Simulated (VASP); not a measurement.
# Ti (P6_3/mmc) in VASP: notebook, part 2 of 2

VASP 6.6.1. The steps go on from the part before.

## 3. Single point, LDA

Input file INCAR:

```
  ALGO = Normal
  EDIFF = 1E-6
  ENCUT = 520
  ISIF = 2
  ISMEAR = -1
  LASPH = T
  LCHARG = T
  LELF = T
  LREAL = F
  LVHAR = T
  LWAVE = F
  NBANDS = 19
  NELM = 80
  PREC = Accurate
  SIGMA = 0.1
```

Input file KPOINTS:

```
k-points
0
Gamma
  21 21 12
```

Input file POSCAR:

```
Ti
1.0
    2.8638698861      0.0000000000      0.0000000000
   -1.4319349430      2.4801840745      0.0000000000
    0.0000000000      0.0000000000      4.5399943150
Ti
2
Direct
    0.3333333333      0.6666666667      0.2500000000
    0.6666666667      0.3333333333      0.7500000000
```

Potentials or basis: VASP PAW LDA potentials, release 64 (Ti_sv).

Command:

```bash
> cat potpaw_LDA.64/Ti_sv/POTCAR > POTCAR
> mpirun -np 1 vasp_std > vasp.out
```

OUTCAR:

```text
EDIFF = 1E-6
   ENCUT = 520
   ISIF = 2
   ISMEAR = -1
   LASPH = T
   LREAL = F
   NELM = 80
   PREC = Accurate

 ion  position               nearest neighbor table
   1  0.333  0.667  0.250-   2 2.81   2 2.81   2 2.81   2 2.81   2 2.81   2 2.81
   2  0.667  0.333  0.750-   1 2.81   1 2.81   1 2.81   1 2.81   1 2.81   1 2.81

  LATTYP: Found a hexagonal cell.
 ALAT       =     2.8638698861
 C/A-ratio  =     1.5852655657

  Lattice vectors:

 A1 = (   2.8638698861,   0.0000000000,   0.0000000000)
 A2 = (  -1.4319349430,   2.4801840745,   0.0000000000)
 A3 = (   0.0000000000,   0.0000000000,   4.5399943150)

Analysis of symmetry for initial positions (statically):
=====================================================================
 Subroutine PRICEL returns:
 Original cell was already a primitive cell.

 Routine SETGRP: Setting up the symmetry group for a
 hexagonal supercell.

 Subroutine GETGRP returns: Found 24 space group operations
 (whereof 12 operations were pure point group operations)
 out of a pool of 24 trial point group operations.

The static configuration has the point symmetry D_3d.
 The point group associated with its full space group is D_6h.

Analysis of symmetry for dynamics (positions and initial velocities):
=====================================================================
 Subroutine PRICEL returns:
 Original cell was already a primitive cell.

 Routine SETGRP: Setting up the symmetry group for a
 hexagonal supercell.

 Subroutine GETGRP returns: Found 24 space group operations
 (whereof 12 operations were pure point group operations)
 out of a pool of 24 trial point group operations.

The dynamic configuration has the point symmetry D_3d.
 The point group associated with its full space group is D_6h.

 Subroutine INISYM returns: Found 24 space group operations
 (whereof 12 operations are pure point group operations),
 and found     1 'primitive' translations

----------------------------------------------------------------------------------------
[... 111 lines left out ...]
   IMIX   =      4    mixing-type and parameters
     AMIX     =   0.40;   BMIX     =  1.00
     AMIX_MAG =   1.60;   BMIX_MAG =  1.00
  volume/ion in A,a.u.               =      16.12       108.81
  Fermi-wavevector in a.u.,A,eV,Ry     =   1.483592  2.803582 29.947028  2.201044
  Thomas-Fermi vector in A             =   2.597234
   LORBIT       =      0    0 simple, 1 ext, 2 COOP (PROOUT), +10 PAW based schemes
   GGA     = CA    functional components
   LHFCALC =     F    Hartree Fock is set to
   AEXX    =    0.0000 exact exchange contribution
   IVDW    =     0    specifies the selected vdW correction
   LEPSILON=     F    determine dielectric tensor
   LRPA    =     F    only Hartree local field effects (RPA)
 non-spin polarized calculation
  energy-cutoff  :      520.00
  volume of cell :       32.25
 maximum number of plane-waves:       890
 NGX is ok and might be reduce to    24
   NGX = 11   NGY = 11   NGZ = 17

 number of electron      24.0000004 magnetization

 Free energy of the ion-electron system (eV)
  ---------------------------------------------------
  ext. energy  EPLUGINS =         0.00000000
  ---------------------------------------------------
  free energy    TOTEN  =       -17.13512538 eV

  energy without entropy =      -17.06151916  energy(sigma->0) =      -17.09832227

 E-fermi :   8.8763     XC(G=0): -12.1444

 val. band max:        8.8715071868   @ k =   0.0476   0.0476   0.2500
 cond. band min:       8.8871592390   @ k =   0.0476   0.0000   0.3333
 fundamental gap:      0.0156520523
 Fermi energy:         8.8762637173

 k-point     1 :       0.0000    0.0000    0.0000
  band No.  band energies     occupation
      1     -47.1426      2.00000
      2     -46.9484      2.00000
      3     -24.2097      2.00000
      4     -23.3886      2.00000
      5     -23.3886      2.00000
      6     -23.2833      2.00000
[... 505 lines left out ...]
      6     -23.4641      2.00000
[... 11 lines left out ...]
     18      11.5167      0.00000
     19      12.6031      0.00000

 [... further k-points ...]

------------------------ aborting loop because EDIFF is reached ----------------------------------------

  FORCE on cell =-STRESS in cart. coord.  units (eV):
  Direction    XX          YY          ZZ          XY          YZ          ZX
  --------------------------------------------------------------------------------------
  -------------------------------------------------------------------------------------
  Total       -0.0239814     -0.0239814     -0.0342085     -0.0000000     -0.0000000      0.0000000
  in kB       -1.1914984     -1.1914984     -1.6996232     -0.0000000     -0.0000000      0.0000000
  external PRESSURE =      -1.3608734 kB  Pullay stress =       0.0000000 kB

 VOLUME and BASIS-vectors are now :
 -----------------------------------------------------------------------------
  energy-cutoff  :      520.00
  volume of cell :       32.25
      direct lattice vectors                 reciprocal lattice vectors
     2.863869886  0.000000000  0.000000000     0.349177875  0.201597940  0.000000000
    -1.431934943  2.480184074  0.000000000     0.000000000  0.403195880  0.000000000
     0.000000000  0.000000000  4.539994315     0.000000000  0.000000000  0.220264593

 POSITION                                       TOTAL-FORCE (eV/Angst)
 -----------------------------------------------------------------------------------
     -0.00000      1.65346      1.13500         0.000000      0.000000      0.000000
      1.43193      0.82673      3.40500        -0.000000     -0.000000      0.000000
 -----------------------------------------------------------------------------------
    total drift:                               -0.000000      0.000000     -0.000000

  FREE ENERGIE OF THE ION-ELECTRON SYSTEM (eV)
  ---------------------------------------------------
  free  energy   TOTEN  =       -17.1351253850 eV

  energy  without entropy=      -17.0615191565  energy(sigma->0) =      -17.09832227
```

OSZICAR:

```text
N       E                     dE             d eps       ncg     rms          rms(c)
DAV:   1     0.261164489935E+03    0.26116E+03   -0.13027E+04 12792   0.158E+03
DAV:   2     0.107965758529E+02   -0.25037E+03   -0.24625E+03 13142   0.441E+02
DAV:   3    -0.178731808065E+02   -0.28670E+02   -0.28298E+02 23549   0.123E+02
DAV:   4    -0.190002571669E+02   -0.11271E+01   -0.11252E+01 14722   0.253E+01
DAV:   5    -0.190476528334E+02   -0.47396E-01   -0.47391E-01 18684   0.383E+00    0.125E+01
DAV:   6    -0.171384519856E+02    0.19092E+01   -0.66741E+00 14925   0.260E+01    0.328E+00
DAV:   7    -0.171163102992E+02    0.22142E-01   -0.67936E-01 19168   0.580E+00    0.206E+00
DAV:   8    -0.171431800027E+02   -0.26870E-01   -0.22303E-01 13648   0.565E+00    0.797E-01
DAV:   9    -0.171345120948E+02    0.86679E-02   -0.44849E-02 13815   0.238E+00    0.851E-02
DAV:  10    -0.171351280696E+02   -0.61597E-03   -0.39030E-03 18571   0.344E-01    0.876E-02
DAV:  11    -0.171351402463E+02   -0.12177E-04   -0.10780E-04 15941   0.873E-02    0.470E-02
DAV:  12    -0.171351256374E+02    0.14609E-04   -0.61226E-05 14307   0.744E-02    0.230E-03
DAV:  13    -0.171351253850E+02    0.25238E-06   -0.16695E-06  9958   0.133E-02
   1 F= -.17135125E+02 E0= -.17098322E+02  d E =-.736062E-01
```

stdout:

```text
POSCAR found type information on POSCAR Ti
 POSCAR found :  1 types and       2 ions
 scaLAPACK will be used
 LDA part: xc-table for (Slater(with rela. corr.)+CA(PZ))
 , standard interpolation
 POSCAR, INCAR and KPOINTS ok, starting setup
 FFT: planning ... GRIDC
 FFT: planning ... GRID_SOFT
 FFT: planning ... GRID
 WAVECAR not read
 entering main loop
```

Run time: 5.2 min. Hardware: 1 thread of AMD EPYC 7R43 (Zen 3), shared host; peak memory 0.22 GiB.

Results:

- Free energy: -17.1351 eV
- Pressure: -0.1 GPa
- Band gap on the k mesh: zero (bands 12 and 13 overlap by 1.16 eV)

Levels at points of the mesh, in eV from the Fermi level:
| k point | band 10 | band 11 | band 12 | band 13 | band 14 | band 15 |
| --- | --- | --- | --- | --- | --- | --- |
| (0.00, 0.00, 0.00) | -2.84 | 0.81 | 0.81 | 0.95 | 1.12 | 1.36 |
| (0.00, 0.00, 0.50) | -4.31 | 0.11 | 0.11 | 0.70 | 0.70 | 0.70 |
